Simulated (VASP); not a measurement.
Write the native input for VASP 6.6.1 that does the following.

```
Task                   : single point
Functional             : PBEsol
Potentials or basis    : VASP PAW PBE potentials, release 64 (Zr_sv, O)
Cutoff                 : 520 eV
k mesh                 : 9 × 9 × 8
Occupations            : gaussian, width 0.15 eV
Spin                   : no spin polarisation
Dipole correction      : no
Further INCAR settings : ALGO = Normal; EDIFF = 1e-06; NBANDS = 52
```

The structure of Zr3O lies in POSCAR:

```
Zr3O
1.0
    5.7109074789      0.0000000000      0.0000000000
   -2.8554537395      4.9457909554      0.0000000000
    0.0000000000      0.0000000000      4.9296553358
Zr O
6 2
Direct
    0.3596178438      0.0000000000      0.0000000000
    0.3596178438      0.3596178438      0.5000000000
    0.0000000000      0.3596178438      0.0000000000
    0.6403821562      0.0000000000      0.5000000000
    0.6403821562      0.6403821562      0.0000000000
    0.0000000000      0.6403821562      0.5000000000
    0.3333333333      0.6666666667      0.2500000000
    0.6666666667      0.3333333333      0.7500000000
```

This cell differs from its parent crystal: atoms shifted along a free coordinate, c/a of the conventional cell at fixed volume 0.8632.

One way to write it, as run:

INCAR

```
ALGO     = Normal         # electronic algorithm
EDIFF    = 1E-6           # SCF threshold, eV
ENCUT    = 520            # plane-wave cutoff, eV
GGA      = PS             # functional
ISIF     = 2              # what is computed and relaxed
ISMEAR   = 0              # smearing method
LASPH    = T              # aspherical terms in the spheres
LCHARG   = F              # write CHGCAR
LREAL    = F              # projectors in reciprocal space
LWAVE    = F              # write WAVECAR
NBANDS   = 52             # bands
NELM     = 60             # most SCF steps
PREC     = Accurate       # precision mode
SIGMA    = 0.15           # smearing width, eV
```

KPOINTS

```
k-points
0
Gamma
  9 9 8
```

Potentials or basis: VASP PAW PBE potentials, release 64 (Zr_sv, O).

Run with:

```bash
$ cat potpaw_PBE.64/Zr_sv/POTCAR potpaw_PBE.64/O/POTCAR > POTCAR
$ mpirun -np 1 vasp_std > vasp.out
```

Results of the run:

```json
{"Pressure": "4.7 GPa", "Largest force": "1.299 eV/Å", "Band gap on the k mesh": "zero (bands 42 and 43 overlap by 1.05 eV)"}
```

Caveat: the stress differs along the axes, from 1 to 11 GPa; the PAW data sets were made with another functional, which shifts forces and pressure a little.

Run time: 3.9 min on 1 thread of Intel(R) Xeon(R) 6975P-C (Granite Rapids), on a shared host, peak memory 0.46 GiB.
